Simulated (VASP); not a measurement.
# GaAs (F-43m) in VASP: notebook

The runs below take GaAs through single point, relaxation of cell and atoms, with PBE.

Everything below comes from runs of VASP 6.6.1. Logs are shortened: lines on timing, memory, paths and dates and some standing lists are left out, and cuts for length are marked.

## Step 1: The cell of the first run

The structure is cubic, space group F-43m (No. 216). Conventional cell: a = 5.653 Å, b = 5.653 Å, c = 5.653 Å, α = 90.00°, β = 90.00°, γ = 90.00°. Within 3.2 Å of Ga (site symmetry -43m) lie 4 As at 2.45 Å. Within 3.2 Å of As (site symmetry -43m) lie 4 Ga at 2.45 Å.

## Step 2: Single point, PBE

File INCAR:

```
PREC     = Accurate       # precision mode
ENCUT    = 500            # plane-wave cutoff, eV
EDIFF    = 1E-6           # SCF threshold, eV
ISMEAR   = 0              # smearing method
SIGMA    = 0.1            # smearing width, eV
LREAL    = False          # projectors in reciprocal space
LASPH    = True           # aspherical terms in the spheres
NELM     = 120            # most SCF steps
ALGO     = Normal         # electronic algorithm
ISIF     = 2              # what is computed and relaxed
LWAVE    = False          # write WAVECAR
LCHARG   = False          # write CHGCAR
GGA      = PE             # functional
NBANDS   = 16             # bands
GGA_COMPAT= False
```

File KPOINTS:

```
Automatic mesh
0
Gamma
  6 6 6
```

File POSCAR:

```
GaAs
1.0
    0.0000000000      2.8265000000      2.8265000000
    2.8265000000      0.0000000000      2.8265000000
    2.8265000000      2.8265000000      0.0000000000
Ga As
1 1
Direct
    0.0000000000      0.0000000000      0.0000000000
    0.2500000000      0.2500000000      0.2500000000
```

Potentials or basis: VASP PAW PBE potentials, release 64 (Ga_d, As).

Command:

```sh
> cat potpaw_PBE.64/Ga_d/POTCAR potpaw_PBE.64/As/POTCAR > POTCAR
> mpirun -np 1 vasp_std > vasp.out
```

OUTCAR:

```text
PREC = Accurate
   ENCUT = 500
   EDIFF = 1E-6
   ISMEAR = 0
   LREAL = False
   LASPH = True
   NELM = 120
   ISIF = 2
   GGA = PE

 ion  position               nearest neighbor table
   1  0.000  0.000  0.000-   2 2.45   2 2.45   2 2.45   2 2.45
   2  0.250  0.250  0.250-   1 2.45   1 2.45   1 2.45   1 2.45

  LATTYP: Found a face centered cubic cell.
 ALAT       =     5.6530000000

  Lattice vectors:

 A1 = (   0.0000000000,   2.8265000000,   2.8265000000)
 A2 = (   2.8265000000,   0.0000000000,   2.8265000000)
 A3 = (   2.8265000000,   2.8265000000,   0.0000000000)

Analysis of symmetry for initial positions (statically):
=====================================================================
 Subroutine PRICEL returns:
 Original cell was already a primitive cell.

 Routine SETGRP: Setting up the symmetry group for a
 face centered cubic supercell.

 Subroutine GETGRP returns: Found 24 space group operations
 (whereof 24 operations were pure point group operations)
 out of a pool of 48 trial point group operations.

The static configuration has the point symmetry T_d .

Analysis of symmetry for dynamics (positions and initial velocities):
=====================================================================
 Subroutine PRICEL returns:
 Original cell was already a primitive cell.

 Routine SETGRP: Setting up the symmetry group for a
 face centered cubic supercell.

 Subroutine GETGRP returns: Found 24 space group operations
 (whereof 24 operations were pure point group operations)
 out of a pool of 48 trial point group operations.

The dynamic configuration has the point symmetry T_d .

 Subroutine INISYM returns: Found 24 space group operations
 (whereof 24 operations are pure point group operations),
 and found     1 'primitive' translations

----------------------------------------------------------------------------------------

                                     Primitive cell

  volume of cell :      45.1624

  direct lattice vectors                    reciprocal lattice vectors
     0.000000000  2.826500000  2.826500000    -0.176897223  0.176897223  0.176897223
     2.826500000  0.000000000  2.826500000     0.176897223 -0.176897223  0.176897223
     2.826500000  2.826500000  0.000000000     0.176897223  0.176897223 -0.176897223

  length of vectors
     3.997274634  3.997274634  3.997274634     0.306394977  0.306394977  0.306394977

  position of ions in fractional coordinates (direct lattice)
     0.000000000  0.000000000  0.000000000
     0.250000000  0.250000000  0.250000000

  ion indices of the primitive-cell ions
   primitive index   ion index
                 1           1
                 2           2

----------------------------------------------------------------------------------------

 KPOINTS: Automatic mesh

Automatic generation of k-mesh.
 Grid dimensions read from file:
 generate k-points for:    6    6    6

 Generating k-lattice:

  Cartesian coordinates                     Fractional coordinates (reciprocal lattice)
    -0.029482870  0.029482870  0.029482870     0.166666667  0.000000000  0.000000000
     0.029482870 -0.029482870  0.029482870     0.000000000  0.166666667  0.000000000
     0.029482870  0.029482870 -0.029482870     0.000000000  0.000000000  0.166666667

  Length of vectors
     0.051065830  0.051065830  0.051065830

  Shift w.r.t. Gamma in fractional coordinates (k-lattice)
     0.000000000  0.000000000  0.000000000

 Subroutine IBZKPT returns following result:
 ===========================================

 Found     16 irreducible k-points:

 Following reciprocal coordinates:
            Coordinates               Weight
  0.000000  0.000000  0.000000      1.000000
  0.166667  0.000000  0.000000      8.000000
  0.333333  0.000000  0.000000      8.000000
  0.500000  0.000000  0.000000      4.000000
  0.166667  0.166667  0.000000      6.000000
  0.333333  0.166667  0.000000     24.000000
[... 8 lines left out ...]
 -0.333333  0.333333  0.166667     24.000000
 -0.333333  0.500000  0.166667     12.000000
   k-points           NKPTS =     16   k-points in BZ     NKDIM =     16   number of bands    NBANDS=     16
   number of dos      NEDOS =    301   number of ions     NIONS =      2
   total plane-waves  NPLWV =  27000
   dimension x,y,z NGX =    30 NGY =   30 NGZ =   30
   dimension x,y,z NGXF=    60 NGYF=   60 NGZF=   60
   ions per type =               1   1
   NGX,Y,Z   is equivalent  to a cutoff of  12.48, 12.48, 12.48 a.u.
   NGXF,Y,Z  is equivalent  to a cutoff of  24.95, 24.95, 24.95 a.u.
 SYSTEM =  unknown system
   PREC   = accura    normal or accurate (medium, high low for compatibility)
   ISTART =      0    job   : 0-new  1-cont  2-samecut
   ICHARG =      2    charge: 1-file 2-atom 10-const
   ISPIN  =      1    spin polarized calculation?
   LNONCOLLINEAR =      F non collinear calculations
   LSORBIT =      F    spin-orbit coupling
   LASPH  =      T    aspherical Exc in radial PAW
   ENCUT  =  500.0 eV  36.75 Ry    6.06 a.u.   7.29  7.29  7.29*2*pi/ulx,y,z
   NELM   =    120;   NELMIN=  2; NELMDL= -5     # of ELM steps
   EDIFF  = 0.1E-05   stopping-criterion for ELM
   LREAL  =      F    real-space projection
[... 7 lines left out ...]
   TEBEG  =    0.0;   TEEND  =   0.0 temperature during run
   PSTRESS=    0.0 pullay stress
   NELECT =      18.0000    total number of electrons
   NUPDOWN=      -1.0000    fix difference up-down
   EMIN   =  10.00;   EMAX   =-10.00  energy-range for DOS
   EFERMI =   0.00;   METHOD = LEGACY
   ISMEAR =     0;   SIGMA  =   0.10  broadening in eV -4-tet -1-fermi 0-gaus
   EFERMI_NEDOS =   21; number of points for ismear=-14 and -15
   IALGO  =     38    algorithm
   IMIX   =      4    mixing-type and parameters
     AMIX     =   0.40;   BMIX     =  1.00
     AMIX_MAG =   1.60;   BMIX_MAG =  1.00
  volume/ion in A,a.u.               =      22.58       152.39
  Fermi-wavevector in a.u.,A,eV,Ry     =   1.204777  2.276698 19.748689  1.451488
  Thomas-Fermi vector in A             =   2.340492
   LORBIT       =      0    0 simple, 1 ext, 2 COOP (PROOUT), +10 PAW based schemes
   GGA     = PE    functional components
   LHFCALC =     F    Hartree Fock is set to
   AEXX    =    0.0000 exact exchange contribution
   IVDW    =     0    specifies the selected vdW correction
   LEPSILON=     F    determine dielectric tensor
   LRPA    =     F    only Hartree local field effects (RPA)
 non-spin polarized calculation
 Gauss-broadening in eV      SIGMA  =   0.10
  energy-cutoff  :      500.00
  volume of cell :       45.16
 maximum number of plane-waves:      1167
 NGX is ok and might be reduce to    30
   NGX = 15   NGY = 15   NGZ = 15

 number of electron      17.9999995 magnetization

 Free energy of the ion-electron system (eV)
  ---------------------------------------------------
  ext. energy  EPLUGINS =         0.00000000
  ---------------------------------------------------
  free energy    TOTEN  =        -8.22654626 eV

  energy without entropy =       -8.22654524  energy(sigma->0) =       -8.22654575

 E-fermi :   4.2142     XC(G=0):  -9.5852

 val. band max:        3.9439614035   @ k =   0.0000   0.0000   0.0000
 cond. band min:       4.4646904156   @ k =   0.0000   0.0000   0.0000
 fundamental gap:      0.5207290121
 Fermi energy:         4.2142254438

 k-point     1 :       0.0000    0.0000    0.0000
  band No.  band energies     occupation
      1     -10.8756      2.00000
      2     -10.8756      2.00000
      3     -10.8756      2.00000
      4     -10.7966      2.00000
      5     -10.7966      2.00000
      6      -8.7848      2.00000
[... 8 lines left out ...]
     15      14.0623      0.00000
     16      14.0623      0.00000

 k-point     2 :       0.1667    0.0000    0.0000
  band No.  band energies     occupation
      1     -10.8980      2.00000
      2     -10.8697      2.00000
      3     -10.8697      2.00000
      4     -10.7968      2.00000
      5     -10.7968      2.00000
      6      -8.4642      2.00000
[... 8 lines left out ...]
     15      12.9829      0.00000
     16      12.9829      0.00000

 k-point     3 :       0.3333    0.0000    0.0000
  band No.  band energies     occupation
      1     -10.9371      2.00000
      2     -10.8598      2.00000
      3     -10.8598      2.00000
      4     -10.7950      2.00000
      5     -10.7950      2.00000
      6      -7.6360      2.00000
[... 8 lines left out ...]
     15      13.6054      0.00000
     16      13.6054      0.00000

 k-point     4 :       0.5000    0.0000    0.0000
  band No.  band energies     occupation
      1     -10.9547      2.00000
      2     -10.8562      2.00000
      3     -10.8562      2.00000
      4     -10.7927      2.00000
      5     -10.7927      2.00000
      6      -7.0177      2.00000
[... 8 lines left out ...]
     15      15.8104      0.00000
     16      15.8104      0.00000

 k-point     5 :       0.1667    0.1667    0.0000
  band No.  band energies     occupation
      1     -10.9100      2.00000
      2     -10.8637      2.00000
      3     -10.8637      2.00000
      4     -10.8019      2.00000
      5     -10.7934      2.00000
      6      -8.3573      2.00000
[... 8 lines left out ...]
     15      13.5956      0.00000
     16      14.5095      0.00000

 k-point     6 :       0.3333    0.1667    0.0000
  band No.  band energies     occupation
      1     -10.9403      2.00000
      2     -10.8551      2.00000
      3     -10.8527      2.00000
      4     -10.8047      2.00000
      5     -10.7909      2.00000
      6      -7.6859      2.00000
[... 8 lines left out ...]
     15      14.7097      0.00000
     16      14.8601      0.00000
[... 115 lines left out ...]
 k-point    13 :       0.5000    0.5000    0.0000
  band No.  band energies     occupation
      1     -10.9863      2.00000
      2     -10.8265      2.00000
      3     -10.8265      2.00000
      4     -10.8222      2.00000
      5     -10.7838      2.00000
      6      -6.2759      2.00000
[... 8 lines left out ...]
     15      17.2710      0.00000
     16      17.2942      0.00000

 k-point    14 :       0.5000    0.3333    0.1667
  band No.  band energies     occupation
      1     -10.9606      2.00000
      2     -10.8485      2.00000
      3     -10.8417      2.00000
      4     -10.8070      2.00000
      5     -10.7906      2.00000
      6      -6.9723      2.00000
[... 8 lines left out ...]
     15      15.0643      0.00000
     16      17.0637      0.00000

 k-point    15 :      -0.3333    0.3333    0.1667
  band No.  band energies     occupation
      1     -10.9681      2.00000
      2     -10.8479      2.00000
      3     -10.8367      2.00000
      4     -10.8045      2.00000
      5     -10.7930      2.00000
      6      -6.4663      2.00000
[... 8 lines left out ...]
     15      16.1143      0.00000
     16      16.6641      0.00000

 k-point    16 :      -0.3333    0.5000    0.1667
  band No.  band energies     occupation
      1     -10.9770      2.00000
      2     -10.8398      2.00000
      3     -10.8306      2.00000
      4     -10.8115      2.00000
      5     -10.7895      2.00000
      6      -6.2326      2.00000
[... 8 lines left out ...]
     15      16.1539      0.00000
     16      17.2785      0.00000

------------------------ aborting loop because EDIFF is reached ----------------------------------------

  FORCE on cell =-STRESS in cart. coord.  units (eV):
  Direction    XX          YY          ZZ          XY          YZ          ZX
  --------------------------------------------------------------------------------------
  -------------------------------------------------------------------------------------
  Total        0.9740371      0.9740371      0.9740371      0.0000000      0.0000000     -0.0000000
  in kB       34.5548600     34.5548600     34.5548600      0.0000000      0.0000000     -0.0000000
  external PRESSURE =      34.5548600 kB  Pullay stress =       0.0000000 kB

 VOLUME and BASIS-vectors are now :
 -----------------------------------------------------------------------------
  energy-cutoff  :      500.00
  volume of cell :       45.16
      direct lattice vectors                 reciprocal lattice vectors
     0.000000000  2.826500000  2.826500000    -0.176897223  0.176897223  0.176897223
     2.826500000  0.000000000  2.826500000     0.176897223 -0.176897223  0.176897223
     2.826500000  2.826500000  0.000000000     0.176897223  0.176897223 -0.176897223

 POSITION                                       TOTAL-FORCE (eV/Angst)
 -----------------------------------------------------------------------------------
      0.00000      0.00000      0.00000        -0.000000      0.000000      0.000000
      1.41325      1.41325      1.41325         0.000000     -0.000000     -0.000000
 -----------------------------------------------------------------------------------
    total drift:                               -0.000000     -0.000000     -0.000000

  FREE ENERGIE OF THE ION-ELECTRON SYSTEM (eV)
  ---------------------------------------------------
  free  energy   TOTEN  =        -8.2265462591 eV

  energy  without entropy=       -8.2265452394  energy(sigma->0) =       -8.22654575
```

Wall time 6.1 s (1 thread of Intel Xeon 6975P-C (Granite Rapids), shared host); peak memory 0.16 GiB.

Results:

```
Free energy            : -8.2265 eV
Pressure               : 3.5 GPa
Band gap on the k mesh : 0.52 eV
```

Caveat: the cell stands under pressure.

## Step 3: Single point, PBE

This run uses another cell than the first one, of 23.70 Å³/atom.

File INCAR:

```
ALGO = Normal
EDIFF = 1E-6
ENCUT = 500
GGA = PE
GGA_COMPAT = F
ISIF = 2
ISMEAR = 0
LASPH = T
LCHARG = F
LREAL = F
LWAVE = F
NBANDS = 16
NELM = 120
PREC = Accurate
SIGMA = 0.02
```

File KPOINTS:

```
k-points
0
Gamma
  10 10 10
```

File POSCAR:

```
GaAs
1.0
    0.0000000000      2.8725276660      2.8725276660
    2.8725276660      0.0000000000      2.8725276660
    2.8725276660      2.8725276660      0.0000000000
Ga As
1 1
Direct
    0.0000000000      0.0000000000      0.0000000000
    0.2500000000      0.2500000000      0.2500000000
```

Potentials or basis: VASP PAW PBE potentials, release 64 (Ga_d, As).

Command:

```sh
> cat potpaw_PBE.64/Ga_d/POTCAR potpaw_PBE.64/As/POTCAR > POTCAR
> mpirun -np 1 vasp_std > vasp.out
```

It took 14 s on 1 thread of Intel Xeon 6975P-C (Granite Rapids), shared host; peak memory 0.19 GiB.

It converged, with:

```yaml
Free_energy: -8.2751 eV
Pressure: 0.1 GPa
Band_gap_on_the_k_mesh: 0.16 eV
```

Levels at points of the mesh, in eV from the valence-band top:
```csv
k point,band 5,band 6,band 7,band 8,band 9,band 10,band 11,band 12,band 13,band 14
"(0.00, 0.00, 0.00)",-14.66,-12.39,0.00,0.00,0.00,0.16,3.72,3.72,3.72,7.44
"(0.50, 0.00, 0.00)",-14.66,-10.77,-6.38,-1.07,-1.07,0.87,4.62,4.62,7.70,10.04
"(0.50, 0.50, 0.00)",-14.65,-10.09,-6.60,-2.51,-2.51,1.55,1.67,9.79,9.79,10.55
```

## Step 4: Single point, PBE

This run uses another cell than the first one, of 23.70 Å³/atom.

File INCAR:

```
SYSTEM = GaAs
PREC = Accurate
ENCUT = 500
EDIFF = 1E-6
ISMEAR = 0
SIGMA = 0.01
LREAL = .FALSE.
LASPH = .TRUE.
NELM = 120
ALGO = Normal
ISIF = 2
LWAVE = .FALSE.
LCHARG = .FALSE.
GGA = PE
NBANDS = 16
GGA_COMPAT = .FALSE.
```

File KPOINTS:

```
regular mesh
0
G
  10 10 10
  0 0 0
```

POSCAR is that of step 3.

Command:

```sh
> cat potpaw_PBE.64/Ga_d/POTCAR potpaw_PBE.64/As/POTCAR > POTCAR
> mpirun -np 1 vasp_std > vasp.out
```

Run time: 13 s. Hardware: 1 thread of Intel Xeon 6975P-C (Granite Rapids), shared host; peak memory 0.18 GiB.

It converged, with:

* Free energy: -8.2751 eV
* Pressure: 0.1 GPa
* Band gap on the k mesh: 0.16 eV

Levels at points of the mesh, in eV from the valence-band top:
| k point | band 6 | band 7 | band 8 | band 9 | band 10 | band 11 | band 12 | band 13 |
| --- | --- | --- | --- | --- | --- | --- | --- | --- |
| (0.00, 0.00, 0.00) | -12.39 | 0.00 | 0.00 | 0.00 | 0.16 | 3.72 | 3.72 | 3.72 |
| (0.50, 0.00, 0.00) | -10.77 | -6.38 | -1.07 | -1.07 | 0.87 | 4.62 | 4.62 | 7.70 |
| (0.50, 0.50, 0.00) | -10.09 | -6.60 | -2.51 | -2.51 | 1.55 | 1.67 | 9.79 | 9.79 |

## Step 5: Relaxation of cell and atoms, PBE

File INCAR:

```
PREC = Accurate
ENCUT = 500
EDIFF = 1E-7
ISMEAR = 0
SIGMA = 0.02
LREAL = F
LASPH = T
NELM = 120
ALGO = Normal
ISIF = 3
LWAVE = F
LCHARG = F
GGA = PE
IBRION = 2
NSW = 100
EDIFFG = -0.002
GGA_COMPAT = F
NELMIN = 4
```

File KPOINTS:

```
Automatic mesh
0
Gamma
  10 10 10
```

File POSCAR:

```
GaAs
1.0
    0.0000000000      2.8265000000      2.8265000000
    2.8265000000      0.0000000000      2.8265000000
    2.8265000000      2.8265000000      0.0000000000
Ga As
1 1
Direct
    0.0000000000      0.0000000000      0.0000000000
    0.2500000000      0.2500000000      0.2500000000
```

Command:

```sh
> cat potpaw_PBE.64/Ga_d/POTCAR potpaw_PBE.64/As/POTCAR > POTCAR
> mpirun -np 1 vasp_std > vasp.out
```

Wall time 31 s (1 thread of Intel Xeon 6975P-C (Granite Rapids), shared host); peak memory 0.18 GiB.

It converged, with:

| Property | Result |
| --- | --- |
| Free energy | -8.2749 eV |
| Relaxed volume | 23.76 Å³/atom |
| Relaxed cell | a = 4.066 Å, b = 4.066 Å, c = 4.066 Å, α = 60.00°, β = 60.00°, γ = 60.00° |
| Space group after relaxing (to 0.1 Å) | F-43m (No. 216) |
| Energy gained by relaxing | 12.3 meV/atom |
| Ionic steps | 3 |
| Pressure after relaxing | 0.0 GPa |
| Band gap on the k mesh | 0.15 eV |

Step by step:
```csv
step,energy change (eV),largest force (eV/Å),pressure (GPa),volume (Å³)
1,0.0000,0.0000,3.50,45.16
2,-0.0211,0.0000,-1.10,48.46
3,-0.0245,0.0000,-0.01,47.52
```

Final structure:
```
CELL_PARAMETERS angstrom
0.00000 2.87486 2.87486
2.87486 0.00000 2.87486
2.87486 2.87486 0.00000
ATOMIC_POSITIONS crystal
Ga 0.00000 0.00000 0.00000
As 0.25000 0.25000 0.25000
```

Levels at points of the mesh, in eV from the valence-band top:
```tsv
k point	band 5	band 6	band 7	band 8	band 9	band 10	band 11	band 12	band 13
(0.00, 0.00, 0.00)	-14.66	-12.37	0.00	0.00	0.00	0.15	3.71	3.71	3.71
(0.50, 0.00, 0.00)	-14.65	-10.76	-6.37	-1.07	-1.07	0.86	4.62	4.62	7.70
(0.50, 0.50, 0.00)	-14.65	-10.09	-6.59	-2.51	-2.51	1.56	1.68	9.77	9.77
```

## Step 6: Summary

| task | cell | k mesh | smearing | gap on the mesh (eV) | pressure (GPa) |
| --- | --- | --- | --- | --- | --- |
| single point | a = 3.997 Å, angles 60.0°, 2 atoms | 6 × 6 × 6 | gaussian 0.1 eV | 0.52 | 3.5 |
| single point | a = 4.062 Å, angles 60.0°, 2 atoms | 10 × 10 × 10 | gaussian 0.02 eV | 0.16 | 0.1 |
| single point | a = 4.062 Å, angles 60.0°, 2 atoms | 10 × 10 × 10 | gaussian 0.01 eV | 0.16 | 0.1 |
| relaxation of cell and atoms | relaxed from a = 3.997 Å, angles 60.0°, 2 atoms | 10 × 10 × 10 | gaussian 0.02 eV | 0.15 | 0.0 |

Alike in all rows: level PBE; potentials or basis VASP PAW PBE potentials, release 64 (Ga_d, As); no spin polarisation; cutoff (eV) 500.

Caveats: the cell stands under pressure (at least some runs).

Total energies depend on the potentials used, so only differences within one code and one set of settings carry meaning.
